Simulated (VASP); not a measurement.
The system is MgO.

```
Mg O
1.0
    -0.01398    2.10217    2.10217
     2.10217   -0.01398    2.10217
     2.08819    2.08819    0.00000
Mg O
1 1
Direct
  0.00000 0.00000 0.00000
  0.50000 0.50000 0.50000
```

This cell differs from its parent crystal: shear xy strain -1.3%.

Base run:

| Item | Value |
| --- | --- |
| Program | VASP 6.6.1 |
| Functional | r2SCAN |
| Potentials or basis | VASP PAW PBE potentials, release 64 (Mg, O) |
| Cutoff | 520 eV |
| k mesh | 10 × 10 × 10 |
| Occupations | gaussian, width 0.01 eV |
| Spin | no spin polarisation |

Its results: band gap on the k mesh 5.61 eV, direct; pressure -1.1 GPa.

Problem. The run is repeated on the same cell with these changes: functional from r2SCAN to PBE; occupations from gaussian, width 0.01 eV to fermi-dirac, width 0.02 eV. What comes out?

Solution. Band gap on the k mesh 4.73 eV, direct; pressure 4.9 GPa.

Caveats: the PAW data sets were made with another functional, which shifts forces and pressure a little (some runs).

